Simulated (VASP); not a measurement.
# H in VASP: single point with PBE+D3(BJ)

Aim: the single point of H with PBE+D3(BJ).

Program: VASP 6.6.1. These are calculated values, not measurements. Logs are shortened: lines on timing, memory, paths and dates and some standing lists are left out, and cuts for length are marked.

**1. The cell of the first run**

The cell holds a molecule in a box, 1 atom: a = 15.000 Å, b = 15.500 Å, c = 16.000 Å, α = 90.00°, β = 90.00°, γ = 90.00°.

**2. Single point, PBE+D3(BJ), collinear spin**

INCAR reads:

```
PREC     = Accurate       # precision mode
ENCUT    = 520            # plane-wave cutoff, eV
EDIFF    = 1E-6           # SCF threshold, eV
ISMEAR   = 0              # smearing method
SIGMA    = 0.005          # smearing width, eV
LREAL    = False          # projectors in reciprocal space
LASPH    = True           # aspherical terms in the spheres
NELM     = 150            # most SCF steps
ALGO     = Normal         # electronic algorithm
ISIF     = 2              # what is computed and relaxed
LWAVE    = False          # write WAVECAR
LCHARG   = False          # write CHGCAR
ISPIN    = 2              # spin polarisation
MAGMOM   = 1              # initial moments
LORBIT   = 11             # projections on sites
GGA      = PE             # functional
IVDW     = 12             # dispersion correction
NBANDS   = 10             # bands
ISYM     = 0
```

KPOINTS reads:

```
Automatic mesh
0
Gamma
  1 1 1
```

POSCAR reads:

```
H
1.0
   15.0000000000      0.0000000000      0.0000000000
    0.0000000000     15.5000000000      0.0000000000
    0.0000000000      0.0000000000     16.0000000000
H
1
Direct
    0.5000000000      0.5000000000      0.5000000000
```

Potentials or basis: VASP PAW PBE potentials, release 64 (H).

Started as:

```sh
> cat potpaw_PBE.64/H/POTCAR > POTCAR
> mpirun -np 1 vasp_gam > vasp.out
```

OUTCAR:

```text
PREC = Accurate
   ENCUT = 520
   EDIFF = 1E-6
   ISMEAR = 0
   LREAL = False
   LASPH = True
   NELM = 150
   ISIF = 2
   ISPIN = 2
   LORBIT = 11
   GGA = PE
   IVDW = 12
   ISYM = 0
 IVDW          = 12

 ion  position               nearest neighbor table
   1  0.500  0.500  0.500-

IMPORTANT INFORMATION: All symmetrisations will be switched off!
NOSYMM: (Re-)initialisation of all symmetry stuff for point group C_1.

----------------------------------------------------------------------------------------

                                     Primitive cell

  volume of cell :    3720.0000

  direct lattice vectors                    reciprocal lattice vectors
    15.000000000  0.000000000  0.000000000     0.066666667  0.000000000  0.000000000
     0.000000000 15.500000000  0.000000000     0.000000000  0.064516129  0.000000000
     0.000000000  0.000000000 16.000000000     0.000000000  0.000000000  0.062500000

  length of vectors
    15.000000000 15.500000000 16.000000000     0.066666667  0.064516129  0.062500000

  position of ions in fractional coordinates (direct lattice)
     0.500000000  0.500000000  0.500000000

  ion indices of the primitive-cell ions
   primitive index   ion index
                 1           1

----------------------------------------------------------------------------------------

 KPOINTS: Automatic mesh

Automatic generation of k-mesh.
 Grid dimensions read from file:
 generate k-points for:    1    1    1

 Generating k-lattice:

  Cartesian coordinates                     Fractional coordinates (reciprocal lattice)
     0.066666667  0.000000000  0.000000000     1.000000000  0.000000000  0.000000000
     0.000000000  0.064516129  0.000000000     0.000000000  1.000000000  0.000000000
     0.000000000  0.000000000  0.062500000     0.000000000  0.000000000  1.000000000

  Length of vectors
     0.066666667  0.064516129  0.062500000

  Shift w.r.t. Gamma in fractional coordinates (k-lattice)
     0.000000000  0.000000000  0.000000000

 Subroutine IBZKPT returns following result:
 ===========================================

 Found      1 irreducible k-points:

 Following reciprocal coordinates:
            Coordinates               Weight
  0.000000  0.000000  0.000000      1.000000
   k-points           NKPTS =      1   k-points in BZ     NKDIM =      1   number of bands    NBANDS=     10
   number of dos      NEDOS =    301   number of ions     NIONS =      1
   total plane-waves  NPLWV = ******
   dimension x,y,z NGX =   112 NGY =  120 NGZ =  120
   dimension x,y,z NGXF=   224 NGYF=  240 NGZF=  240
   ions per type =               1
   NGX,Y,Z   is equivalent  to a cutoff of  12.41, 12.87, 12.47 a.u.
   NGXF,Y,Z  is equivalent  to a cutoff of  24.83, 25.74, 24.94 a.u.
 SYSTEM =  unknown system
   PREC   = accura    normal or accurate (medium, high low for compatibility)
   ISTART =      0    job   : 0-new  1-cont  2-samecut
   ICHARG =      2    charge: 1-file 2-atom 10-const
   ISPIN  =      2    spin polarized calculation?
   LNONCOLLINEAR =      F non collinear calculations
   LSORBIT =      F    spin-orbit coupling
   LASPH  =      T    aspherical Exc in radial PAW
   ENCUT  =  520.0 eV  38.22 Ry    6.18 a.u.  27.89 28.82 29.75*2*pi/ulx,y,z
   NELM   =    150;   NELMIN=  2; NELMDL= -5     # of ELM steps
   EDIFF  = 0.1E-05   stopping-criterion for ELM
   LREAL  =      F    real-space projection
   EDIFFG = 0.1E-04   stopping-criterion for IOM
   NSW    =      0    number of steps for IOM
   IBRION =     -1    ionic relax: 0-MD 1-quasi-New 2-CG
   NFREE  =      0    steps in history (QN), initial steepest desc. (CG)
   ISIF   =      2    stress and relaxation
   ISYM   =      0    0-nonsym 1-usesym 2-fastsym
   POTIM  = 0.5000    time-step for ionic-motion
   TEBEG  =    0.0;   TEEND  =   0.0 temperature during run
   PSTRESS=    0.0 pullay stress
   NELECT =       1.0000    total number of electrons
   NUPDOWN=      -1.0000    fix difference up-down
   EMIN   =  10.00;   EMAX   =-10.00  energy-range for DOS
   EFERMI =   0.00;   METHOD = LEGACY
   ISMEAR =     0;   SIGMA  =   0.01  broadening in eV -4-tet -1-fermi 0-gaus
   EFERMI_NEDOS =   21; number of points for ismear=-14 and -15
   IALGO  =     38    algorithm
   IMIX   =      4    mixing-type and parameters
     AMIX     =   0.40;   BMIX     =  1.00
     AMIX_MAG =   1.60;   BMIX_MAG =  1.00
  volume/ion in A,a.u.               =    3720.00     25103.80
  Fermi-wavevector in a.u.,A,eV,Ry     =   0.105656  0.199661  0.151884  0.011163
  Thomas-Fermi vector in A             =   0.693108
   LORBIT       =     11    0 simple, 1 ext, 2 COOP (PROOUT), +10 PAW based schemes
   GGA     = PE    functional components
   LHFCALC =     F    Hartree Fock is set to
   AEXX    =    0.0000 exact exchange contribution
   IVDW    =    12    specifies the selected vdW correction
   LEPSILON=     F    determine dielectric tensor
   LRPA    =     F    only Hartree local field effects (RPA)
 spin polarized calculation
 Gauss-broadening in eV      SIGMA  =   0.01
  energy-cutoff  :      520.00
  volume of cell :     3720.00
 maximum number of plane-waves:     50071
 NGX is ok and might be reduce to   112
   NGX = 55   NGY = 57   NGZ = 59

 number of electron       0.9999999 magnetization       0.9999999

 Free energy of the ion-electron system (eV)
  ---------------------------------------------------
  ext. energy  EPLUGINS =         0.00000000
  ---------------------------------------------------
  free energy    TOTEN  =        -1.11722108 eV

  energy without entropy =       -1.11722108  energy(sigma->0) =       -1.11722108

 E-fermi :  -7.5391     XC(G=0):  -0.0439

 val. band max:       -7.5872474980   @ k =   0.0000   0.0000   0.0000
 cond. band min:      -0.1042861281   @ k =   0.0000   0.0000   0.0000
 fundamental gap:      7.4829613699
 Fermi energy:        -7.5390909942

 spin component 1

 k-point     1 :       0.0000    0.0000    0.0000
  band No.  band energies     occupation
      1      -7.5872      1.00000
      2      -0.1043      0.00000
      3       0.3607      0.00000
      4       0.3823      0.00000
      5       0.4061      0.00000
      6       0.4381      0.00000
      7       0.5837      0.00000
      8       0.6303      0.00000
      9       0.8916      0.00000
     10       0.9081      0.00000
 Fermi energy:        -7.5390909942

 spin component 2

 k-point     1 :       0.0000    0.0000    0.0000
  band No.  band energies     occupation
      1       0.0166      0.00000
      2       0.5930      0.00000
      3       0.6016      0.00000
      4       0.6313      0.00000
      5       0.6483      0.00000
      6       0.6738      0.00000
      7       0.7147      0.00000
      8       1.2228      0.00000
      9       1.2234      0.00000
     10       1.2353      0.00000

------------------------ aborting loop because EDIFF is reached ----------------------------------------

 Edisp (eV)   -0.00000

 E8    (eV) :    -0.0000

  FORCE on cell =-STRESS in cart. coord.  units (eV):
  Direction    XX          YY          ZZ          XY          YZ          ZX
  --------------------------------------------------------------------------------------
  -------------------------------------------------------------------------------------
  Total      -0.00985    -0.00992    -0.00987     0.00000     0.00000     0.00000
  in kB      -0.00424    -0.00427    -0.00425     0.00000     0.00000     0.00000
  external pressure =       -0.00 kB  Pullay stress =        0.00 kB

 VOLUME and BASIS-vectors are now :
 -----------------------------------------------------------------------------
  energy-cutoff  :      520.00
  volume of cell :     3720.00
      direct lattice vectors                 reciprocal lattice vectors
    15.000000000  0.000000000  0.000000000     0.066666667  0.000000000  0.000000000
     0.000000000 15.500000000  0.000000000     0.000000000  0.064516129  0.000000000
     0.000000000  0.000000000 16.000000000     0.000000000  0.000000000  0.062500000

 POSITION                                       TOTAL-FORCE (eV/Angst)
 -----------------------------------------------------------------------------------
      7.50000      7.75000      8.00000         0.000001      0.000001      0.000001
 -----------------------------------------------------------------------------------
    total drift:                                0.000001      0.000001      0.000001

  FREE ENERGIE OF THE ION-ELECTRON SYSTEM (eV)
  ---------------------------------------------------
  free  energy   TOTEN  =        -1.1172224232 eV

  energy  without entropy=       -1.1172224232  energy(sigma->0) =       -1.11722242

 total charge

# of ion       s       p       d       tot
------------------------------------------
    1        0.380   0.000   0.000   0.380

 magnetization (x)

# of ion       s       p       d       tot
------------------------------------------
    1        0.380   0.000   0.000   0.380
```

stdout:

```text
POSCAR found type information on POSCAR H
 POSCAR found :  1 types and       1 ions
 scaLAPACK will be used
 LDA part: xc-table for (Slater+PW92), standard interpolation
 POSCAR, INCAR and KPOINTS ok, starting setup
 FFT: planning ... GRIDC
 FFT: planning ... GRID_SOFT
 FFT: planning ... GRID
 WAVECAR not read
 entering main loop
```

Wall time 9.5 min (1 thread of Intel Xeon Platinum 8259CL at 2.50GHz (Skylake/Cascade Lake), shared host); peak memory 3.4 GiB.

Results:

- Free energy: -1.1172 eV
- Gap between the frontier levels: 7.48 eV
- Net moment: 1.00 μB per cell
- Site moments: H +0.38 μB
- Valence electrons inside the program's atomic spheres: H 0.38
- Dispersion energy per atom: 0.000 eV

Levels at points of the mesh, in eV from the valence-band top:
Spin up:
| k point | band 1 | band 2 | band 3 | band 4 | band 5 |
| --- | --- | --- | --- | --- | --- |
| (0.00, 0.00, 0.00) | 0.00 | 7.48 | 7.95 | 7.97 | 7.99 |
Spin down:
```tsv
k point	band 1	band 2	band 3	band 4
(0.00, 0.00, 0.00)	7.60	8.18	8.19	8.22
```
